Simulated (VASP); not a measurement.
# Ge2H in VASP: a series of runs

Ge2H is run at these levels: PBE; tasks: single point.

Everything below comes from runs of VASP 6.6.1. Logs are shortened: lines on timing, memory, paths and dates and some standing lists are left out, and cuts for length are marked.

## (1) The cell of the first run

The cell holds a wire or tube with vacuum around it, 12 atoms: a = 17.600 Å, b = 10.000 Å, c = 7.000 Å, α = 90.00°, β = 90.00°, γ = 90.00°.

## (2) Single point, PBE

Input file INCAR:

```
SYSTEM = Ge2H
PREC = Accurate
ENCUT = 410
EDIFF = 1E-6
ISMEAR = 0
SIGMA = 0.05
LREAL = .False.
LASPH = .True.
NELM = 120
ALGO = Normal
ISIF = 2
LWAVE = .False.
LCHARG = .False.
GGA = PE
NBANDS = 70
GGA_COMPAT = .False.
```

Input file KPOINTS:

```
Automatic mesh
0
Gamma
  1 1 8
  0 0 0
```

Input file POSCAR:

```
Ge2H
1.0
   17.6000000000      0.0000000000      0.0000000000
    0.0000000000     10.0000000000      0.0000000000
    0.0000000000      0.0000000000      7.0002993493
Ge H
8 4
Direct
    0.5569274971      0.4660501386      0.3329875981
    0.6687272815      0.4646301366      0.8393815280
    0.3312727185      0.4646301366      0.3393815280
    0.4430725029      0.4660501386      0.8329875981
    0.6687272815      0.5353698634      0.1606184720
    0.4430725029      0.5339498614      0.1670124019
    0.5569274971      0.5339498614      0.6670124019
    0.3312727185      0.5353698634      0.6606184720
    0.7431736756      0.5036459020      0.7311885672
    0.2568263244      0.5036459020      0.2311885672
    0.7431736756      0.4963540980      0.2688114328
    0.2568263244      0.4963540980      0.7688114328
```

Potentials or basis: VASP PAW PBE potentials, release 64 (Ge_d, H).

Command:

```
cat potpaw_PBE.64/Ge_d/POTCAR potpaw_PBE.64/H/POTCAR > POTCAR
mpirun -np 1 vasp_std > vasp.out
```

OUTCAR:

```text
SYSTEM = Ge2H
   PREC = Accurate
   ENCUT = 410
   EDIFF = 1E-6
   ISMEAR = 0
   LREAL = .False.
   LASPH = .True.
   NELM = 120
   ISIF = 2
   GGA = PE

 ion  position               nearest neighbor table
   1  0.557  0.466  0.333-   5 2.41   6 2.41   7 2.43
   2  0.669  0.465  0.839-   9 1.56   5 2.36   7 2.41
   3  0.331  0.465  0.339-  10 1.56   8 2.36   6 2.41
   4  0.443  0.466  0.833-   8 2.41   7 2.41   6 2.43
   5  0.669  0.535  0.161-  11 1.56   2 2.36   1 2.41
   6  0.443  0.534  0.167-   3 2.41   1 2.41   4 2.43
   7  0.557  0.534  0.667-   2 2.41   4 2.41   1 2.43
   8  0.331  0.535  0.661-  12 1.56   3 2.36   4 2.41
   9  0.743  0.504  0.731-   2 1.56
  10  0.257  0.504  0.231-   3 1.56
  11  0.743  0.496  0.269-   5 1.56
  12  0.257  0.496  0.769-   8 1.56

  LATTYP: Found a simple orthorhombic cell.
 ALAT       =     7.0002993493
 B/A-ratio  =     1.4285103395
 C/A-ratio  =     2.5141781975

  Lattice vectors:

 A1 = (   0.0000000000,   0.0000000000,  -7.0002993493)
 A2 = (   0.0000000000,  10.0000000000,   0.0000000000)
 A3 = (  17.6000000000,   0.0000000000,   0.0000000000)

Analysis of symmetry for initial positions (statically):
=====================================================================
 Subroutine PRICEL returns:
 Original cell was already a primitive cell.

 Routine SETGRP: Setting up the symmetry group for a
 simple orthorhombic supercell.

 Subroutine GETGRP returns: Found  4 space group operations
 (whereof  2 operations were pure point group operations)
 out of a pool of  8 trial point group operations.

The static configuration has the point symmetry C_2 .
 The point group associated with its full space group is C_2h.

Analysis of symmetry for dynamics (positions and initial velocities):
=====================================================================
 Subroutine PRICEL returns:
 Original cell was already a primitive cell.

 Routine SETGRP: Setting up the symmetry group for a
 simple orthorhombic supercell.

 Subroutine GETGRP returns: Found  4 space group operations
 (whereof  2 operations were pure point group operations)
 out of a pool of  8 trial point group operations.

The dynamic configuration has the point symmetry C_2 .
 The point group associated with its full space group is C_2h.

 Subroutine INISYM returns: Found  4 space group operations
 (whereof  2 operations are pure point group operations),
 and found     1 'primitive' translations

----------------------------------------------------------------------------------------

                                     Primitive cell

  volume of cell :    1232.0527

  direct lattice vectors                    reciprocal lattice vectors
    17.600000000  0.000000000  0.000000000     0.056818182  0.000000000  0.000000000
     0.000000000 10.000000000  0.000000000     0.000000000  0.100000000  0.000000000
     0.000000000  0.000000000  7.000299349     0.000000000  0.000000000  0.142851034

  length of vectors
    17.600000000 10.000000000  7.000299349     0.056818182  0.100000000  0.142851034

  position of ions in fractional coordinates (direct lattice)
     0.556927497  0.466050139  0.332987598
     0.668727281  0.464630137  0.839381528
     0.331272719  0.464630137  0.339381528
     0.443072503  0.466050139  0.832987598
     0.668727281  0.535369863  0.160618472
     0.443072503  0.533949861  0.167012402
     0.556927497  0.533949861  0.667012402
     0.331272719  0.535369863  0.660618472
     0.743173676  0.503645902  0.731188567
     0.256826324  0.503645902  0.231188567
     0.743173676  0.496354098  0.268811433
     0.256826324  0.496354098  0.768811433

  ion indices of the primitive-cell ions
   primitive index   ion index
                 1           1
                 2           2
                 3           3
                 4           4
                 5           5
                 6           6
                 7           7
                 8           8
                 9           9
                10          10
                11          11
                12          12

----------------------------------------------------------------------------------------

 KPOINTS: Automatic mesh

Automatic generation of k-mesh.
 Grid dimensions read from file:
 generate k-points for:    1    1    8

 Generating k-lattice:

  Cartesian coordinates                     Fractional coordinates (reciprocal lattice)
     0.056818182  0.000000000  0.000000000     1.000000000  0.000000000  0.000000000
     0.000000000  0.100000000  0.000000000     0.000000000  1.000000000  0.000000000
     0.000000000  0.000000000  0.017856379     0.000000000  0.000000000  0.125000000

  Length of vectors
     0.056818182  0.100000000  0.017856379

  Shift w.r.t. Gamma in fractional coordinates (k-lattice)
     0.000000000  0.000000000  0.000000000

 Subroutine IBZKPT returns following result:
 ===========================================

 Found      5 irreducible k-points:

 Following reciprocal coordinates:
            Coordinates               Weight
  0.000000  0.000000  0.000000      1.000000
  0.000000  0.000000  0.125000      2.000000
  0.000000  0.000000  0.250000      2.000000
  0.000000  0.000000  0.375000      2.000000
  0.000000  0.000000  0.500000      1.000000
   k-points           NKPTS =      5   k-points in BZ     NKDIM =      5   number of bands    NBANDS=     70
   number of dos      NEDOS =    301   number of ions     NIONS =     12
   total plane-waves  NPLWV = 403200
   dimension x,y,z NGX =   120 NGY =   70 NGZ =   48
   dimension x,y,z NGXF=   240 NGYF=  140 NGZF=   96
   ions per type =               8   4
   NGX,Y,Z   is equivalent  to a cutoff of  11.33, 11.64, 11.40 a.u.
   NGXF,Y,Z  is equivalent  to a cutoff of  22.67, 23.27, 22.80 a.u.
 SYSTEM =  Ge2H
   PREC   = accura    normal or accurate (medium, high low for compatibility)
   ISTART =      0    job   : 0-new  1-cont  2-samecut
   ICHARG =      2    charge: 1-file 2-atom 10-const
   ISPIN  =      1    spin polarized calculation?
   LNONCOLLINEAR =      F non collinear calculations
   LSORBIT =      F    spin-orbit coupling
   LASPH  =      T    aspherical Exc in radial PAW
   ENCUT  =  410.0 eV  30.13 Ry    5.49 a.u.  29.06 16.51 11.56*2*pi/ulx,y,z
   NELM   =    120;   NELMIN=  2; NELMDL= -5     # of ELM steps
   EDIFF  = 0.1E-05   stopping-criterion for ELM
   LREAL  =      F    real-space projection
   EDIFFG = 0.1E-04   stopping-criterion for IOM
   NSW    =      0    number of steps for IOM
   IBRION =     -1    ionic relax: 0-MD 1-quasi-New 2-CG
   NFREE  =      0    steps in history (QN), initial steepest desc. (CG)
   ISIF   =      2    stress and relaxation
   ISYM   =      2    0-nonsym 1-usesym 2-fastsym
   POTIM  = 0.5000    time-step for ionic-motion
   TEBEG  =    0.0;   TEEND  =   0.0 temperature during run
   PSTRESS=    0.0 pullay stress
   NELECT =     116.0000    total number of electrons
   NUPDOWN=      -1.0000    fix difference up-down
   EMIN   =  10.00;   EMAX   =-10.00  energy-range for DOS
   EFERMI =   0.00;   METHOD = LEGACY
   ISMEAR =     0;   SIGMA  =   0.05  broadening in eV -4-tet -1-fermi 0-gaus
   EFERMI_NEDOS =   21; number of points for ismear=-14 and -15
   IALGO  =     38    algorithm
   IMIX   =      4    mixing-type and parameters
     AMIX     =   0.40;   BMIX     =  1.00
     AMIX_MAG =   1.60;   BMIX_MAG =  1.00
  volume/ion in A,a.u.               =     102.67       692.86
  Fermi-wavevector in a.u.,A,eV,Ry     =   0.744762  1.407397  7.546757  0.554671
  Thomas-Fermi vector in A             =   1.840190
   LORBIT       =      0    0 simple, 1 ext, 2 COOP (PROOUT), +10 PAW based schemes
   GGA     = PE    functional components
   LHFCALC =     F    Hartree Fock is set to
   AEXX    =    0.0000 exact exchange contribution
   IVDW    =     0    specifies the selected vdW correction
   LEPSILON=     F    determine dielectric tensor
   LRPA    =     F    only Hartree local field effects (RPA)
 non-spin polarized calculation
 Gauss-broadening in eV      SIGMA  =   0.05
  energy-cutoff  :      410.00
  volume of cell :     1232.05
 maximum number of plane-waves:     23261
 NGX is ok and might be reduce to   120
   NGX = 59   NGY = 33   NGZ = 23

 number of electron     115.9999938 magnetization

 Free energy of the ion-electron system (eV)
  ---------------------------------------------------
  ext. energy  EPLUGINS =         0.00000000
  ---------------------------------------------------
  free energy    TOTEN  =       -44.17110127 eV

  energy without entropy =      -44.17110127  energy(sigma->0) =      -44.17110127

 E-fermi :  -3.2632     XC(G=0):  -2.6045

 val. band max:       -3.4960769357   @ k =   0.0000   0.0000   0.0000
 cond. band min:      -2.6250953373   @ k =   0.0000   0.0000   0.0000
 fundamental gap:      0.8709815984
 Fermi energy:        -3.2631705021

 k-point     1 :       0.0000    0.0000    0.0000
  band No.  band energies     occupation
      1     -27.6379      2.00000
      2     -27.6269      2.00000
      3     -27.6141      2.00000
      4     -27.6046      2.00000
      5     -27.6005      2.00000
      6     -27.5997      2.00000
[... 62 lines left out ...]
     69       1.0516      0.00000
     70       1.3264      0.00000

 k-point     2 :       0.0000    0.0000    0.1250
  band No.  band energies     occupation
      1     -27.6364      2.00000
      2     -27.6262      2.00000
      3     -27.6142      2.00000
      4     -27.6049      2.00000
      5     -27.6033      2.00000
      6     -27.6002      2.00000
[... 62 lines left out ...]
     69       1.1455      0.00000
     70       1.5840      0.00000

 k-point     3 :       0.0000    0.0000    0.2500
  band No.  band energies     occupation
      1     -27.6323      2.00000
      2     -27.6245      2.00000
      3     -27.6136      2.00000
      4     -27.6074      2.00000
      5     -27.6066      2.00000
      6     -27.6015      2.00000
[... 62 lines left out ...]
     69       1.2956      0.00000
     70       1.4168      0.00000

 k-point     4 :       0.0000    0.0000    0.3750
  band No.  band energies     occupation
      1     -27.6269      2.00000
      2     -27.6228      2.00000
      3     -27.6118      2.00000
      4     -27.6112      2.00000
      5     -27.6091      2.00000
      6     -27.6040      2.00000
[... 62 lines left out ...]
     69       1.3930      0.00000
     70       1.3943      0.00000

 k-point     5 :       0.0000    0.0000    0.5000
  band No.  band energies     occupation
      1     -27.6228      2.00000
      2     -27.6228      2.00000
      3     -27.6127      2.00000
      4     -27.6127      2.00000
      5     -27.6072      2.00000
      6     -27.6072      2.00000
[... 62 lines left out ...]
     69       1.4170      0.00000
     70       1.4170      0.00000

------------------------ aborting loop because EDIFF is reached ----------------------------------------

  FORCE on cell =-STRESS in cart. coord.  units (eV):
  Direction    XX          YY          ZZ          XY          YZ          ZX
  --------------------------------------------------------------------------------------
  -------------------------------------------------------------------------------------
  Total       -0.7907838     -0.5558192     -0.6898210      0.0000000      0.0111601      0.0000000
  in kB       -1.0283455     -0.7227945     -0.8970522      0.0000000      0.0145128      0.0000000
  external PRESSURE =      -0.8827307 kB  Pullay stress =       0.0000000 kB

 VOLUME and BASIS-vectors are now :
 -----------------------------------------------------------------------------
  energy-cutoff  :      410.00
  volume of cell :     1232.05
      direct lattice vectors                 reciprocal lattice vectors
    17.600000000  0.000000000  0.000000000     0.056818182  0.000000000  0.000000000
     0.000000000 10.000000000  0.000000000     0.000000000  0.100000000  0.000000000
     0.000000000  0.000000000  7.000299349     0.000000000  0.000000000  0.142851034

 POSITION                                       TOTAL-FORCE (eV/Angst)
 -----------------------------------------------------------------------------------
      9.80192      4.66050      2.33101         0.004861     -0.008290      0.000029
     11.76960      4.64630      5.87592         0.021652     -0.004764     -0.009044
      5.83040      4.64630      2.37577        -0.021652     -0.004764     -0.009044
      7.79808      4.66050      5.83116        -0.004861     -0.008290      0.000029
     11.76960      5.35370      1.12438         0.021652      0.004764      0.009044
      7.79808      5.33950      1.16914        -0.004861      0.008290     -0.000029
      9.80192      5.33950      4.66929         0.004861      0.008290     -0.000029
      5.83040      5.35370      4.62453        -0.021652      0.004764      0.009044
     13.07986      5.03646      5.11854        -0.024636     -0.009464      0.013799
      4.52014      5.03646      1.61839         0.024636     -0.009464      0.013799
     13.07986      4.96354      1.88176        -0.024636      0.009464     -0.013799
      4.52014      4.96354      5.38191         0.024636      0.009464     -0.013799
 -----------------------------------------------------------------------------------
    total drift:                               -0.000000      0.000000     -0.000000

  FREE ENERGIE OF THE ION-ELECTRON SYSTEM (eV)
  ---------------------------------------------------
  free  energy   TOTEN  =       -44.1711012706 eV

  energy  without entropy=      -44.1711012706  energy(sigma->0) =      -44.17110127
```

Wall time 6.8 min (1 thread of Intel Xeon 6975P-C (Granite Rapids), shared host); peak memory 0.87 GiB.

What came out:

* Free energy: -44.1711 eV
* Largest force: 0.030 eV/Å
* Band gap on the k mesh: 0.87 eV

Forces in eV/Å, atoms in the order of the input:
```
Ge   0.005 -0.008  0.000
Ge   0.022 -0.005 -0.009
Ge  -0.022 -0.005 -0.009
Ge  -0.005 -0.008  0.000
Ge   0.022  0.005  0.009
Ge  -0.005  0.008  0.000
Ge   0.005  0.008  0.000
Ge  -0.022  0.005  0.009
H   -0.025 -0.009  0.014
H    0.025 -0.009  0.014
H   -0.025  0.009 -0.014
H    0.025  0.009 -0.014
```

Levels at points of the mesh, in eV from the valence-band top:
| k point | band 55 | band 56 | band 57 | band 58 | band 59 | band 60 | band 61 | band 62 |
| --- | --- | --- | --- | --- | --- | --- | --- | --- |
| (0.00, 0.00, 0.00) | -1.02 | -0.75 | -0.25 | 0.00 | 0.87 | 0.89 | 2.18 | 2.18 |
| (0.00, 0.00, 0.50) | -1.45 | -1.45 | -0.84 | -0.84 | 1.49 | 1.49 | 2.29 | 2.29 |

## (3) Single point, PBE

Input file INCAR:

```
SYSTEM = Ge2H
ALGO = Normal
EDIFF = 1E-6
ENCUT = 410
GGA = PE
GGA_COMPAT = .FALSE.
ISIF = 2
ISMEAR = 0
LASPH = .TRUE.
LCHARG = .FALSE.
LREAL = .FALSE.
LWAVE = .FALSE.
NBANDS = 70
NELM = 120
PREC = Accurate
SIGMA = 0.05
```

Input file KPOINTS:

```
k-points
0
G
  1 1 8
  0 0 0
```

Input file POSCAR:

```
Ge2H
1.0
   17.6000000000      0.0000000000      0.0000000000
    0.0000000000     10.0000000000      0.0000000000
    0.0000000000      0.0000000000      7.0041111412
Ge H
8 4
Direct
    0.5574407025      0.4661011537      0.3333333333
    0.6723221074      0.4661011537      0.8333333333
    0.3276778926      0.4661011537      0.3333333333
    0.4425592975      0.4661011537      0.8333333333
    0.6723221074      0.5338988463      0.1666666667
    0.4425592975      0.5338988463      0.1666666667
    0.5574407025      0.5338988463      0.6666666667
    0.3276778926      0.5338988463      0.6666666667
    0.7450931443      0.5090472545      0.7277591879
    0.2549068557      0.5090472545      0.2277591879
    0.7450931443      0.4909527455      0.2722408121
    0.2549068557      0.4909527455      0.7722408121
```

Potentials or basis: VASP PAW PBE potentials, release 64 (Ge_d, H).

Command:

```
cat potpaw_PBE.64/Ge_d/POTCAR potpaw_PBE.64/H/POTCAR > POTCAR
mpirun -np 1 vasp_std > vasp.out
```

It took 6.3 min on 1 thread of Intel Xeon 6975P-C (Granite Rapids), shared host; peak memory 0.9 GiB.

The run converged. Its results:

```
Free energy            : -44.0888 eV
Largest force          : 0.852 eV/Å
Band gap on the k mesh : 0.81 eV
```

Forces in eV/Å, atoms in the order of the input:
```
Ge   0.040 -0.009 -0.092
Ge  -0.444  0.018  0.727
Ge   0.444  0.018  0.727
Ge  -0.040 -0.009 -0.092
Ge  -0.444 -0.018 -0.727
Ge  -0.040  0.009  0.092
Ge   0.040  0.009  0.092
Ge   0.444 -0.018 -0.727
H    0.250  0.113 -0.178
H   -0.250  0.113 -0.178
H    0.250 -0.113  0.178
H   -0.250 -0.113  0.178
```

Levels at points of the mesh, in eV from the valence-band top:
| k point | band 56 | band 57 | band 58 | band 59 | band 60 | band 61 |
| --- | --- | --- | --- | --- | --- | --- |
| (0.00, 0.00, 0.00) | -0.73 | -0.26 | 0.00 | 0.81 | 0.88 | 2.06 |
| (0.00, 0.00, 0.50) | -1.41 | -0.81 | -0.81 | 1.38 | 1.38 | 2.26 |
